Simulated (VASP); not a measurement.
Wanted: the native input for a VASP 6.6.1 run.

- Task: relaxation of the atoms
- Functional: PBE
- Potentials or basis: VASP PAW PBE potentials, release 64 (Al, Mg, N, H)
- Cutoff: 520 eV
- k mesh: 1 × 1 × 1, shifted
- Occupations: gaussian, width 0.01 eV
- Spin: no spin polarisation
- Dipole correction: no
- Further INCAR settings: LREAL = Auto; ALGO = Normal; EDIFF = 1e-07; ISYM = -1; IBRION = 2; EDIFFG = -0.03; NSW = 100

The structure of MgAl15HN16 (a cell with a defect) lies in POSCAR:

```
MgAl15HN16
1.0
    6.2595139100      0.0000000600      0.0000000000
   -3.1297570100      5.4208980300      0.0000000000
    0.0000000000      0.0000000000     10.0348065900
Al Mg N H
15 1 16 1
Direct
    0.3333333300      0.1666666700      0.2496176900
    0.3333333300      0.1666666700      0.7496176900
    0.1666666700      0.3333333300      0.9996176900
    0.3333333300      0.6666666700      0.2496176900
    0.1666666700      0.8333333300      0.4996176900
    0.3333333300      0.6666666700      0.7496176900
    0.1666666700      0.8333333300      0.9996176900
    0.8333333300      0.1666666700      0.2496176900
    0.6666666700      0.3333333300      0.4996176900
    0.8333333300      0.1666666700      0.7496176900
    0.6666666700      0.3333333300      0.9996176900
    0.8333333300      0.6666666700      0.2496176900
    0.6666666700      0.8333333300      0.4996176900
    0.8333333300      0.6666666700      0.7496176900
    0.6666666700      0.8333333300      0.9996176900
    0.1666666700      0.3333333300      0.4996176900
    0.3333333300      0.1666666700      0.4403823100
    0.1666666700      0.3333333300      0.1903823100
    0.3333333300      0.1666666700      0.9403823100
    0.1666666700      0.3333333300      0.6903823100
    0.3333333300      0.6666666700      0.4403823100
    0.1666666700      0.8333333300      0.1903823100
    0.3333333300      0.6666666700      0.9403823100
    0.1666666700      0.8333333300      0.6903823100
    0.8333333300      0.1666666700      0.4403823100
    0.6666666700      0.3333333300      0.1903823100
    0.8333333300      0.1666666700      0.9403823100
    0.6666666700      0.3333333300      0.6903823100
    0.8333333300      0.6666666700      0.4403823100
    0.6666666700      0.8333333300      0.1903823100
    0.8333333300      0.6666666700      0.9403823100
    0.6666666700      0.8333333300      0.6903823100
    0.4236020000      0.0763980000      0.4082460000
```

These files were run (other wordings do the same):

INCAR

```
PREC = Accurate
ENCUT = 520
EDIFF = 1E-7
ISMEAR = 0
SIGMA = 0.01
LREAL = Auto
LASPH = True
NELM = 120
ALGO = Normal
ISIF = 2
LWAVE = False
LCHARG = False
GGA = PE
IBRION = 2
NSW = 100
EDIFFG = -0.03
GGA_COMPAT = False
NELMIN = 4
ISYM = -1
```

KPOINTS

```
explicit points
1
Reciprocal
  0.25000000   0.25000000   0.25000000 1
```

Potentials or basis: VASP PAW PBE potentials, release 64 (Al, Mg, N, H).

The run is started by

```sh
$ cat potpaw_PBE.64/Al/POTCAR potpaw_PBE.64/Mg/POTCAR potpaw_PBE.64/N/POTCAR potpaw_PBE.64/H/POTCAR > POTCAR
$ mpirun -np 1 vasp_std > vasp.out
```

It gave:

```json
{"Energy gained by relaxing": "41.8 meV/atom", "Ionic steps": "23", "Pressure after relaxing": "3.1 GPa", "Largest force after relaxing": "0.022 eV/Å", "Band gap on the k mesh": "5.45 eV"}
```

Wall time 19 min on 1 thread of Intel(R) Xeon(R) Platinum 8488C (Sapphire Rapids), on a shared host, peak memory 0.49 GiB.
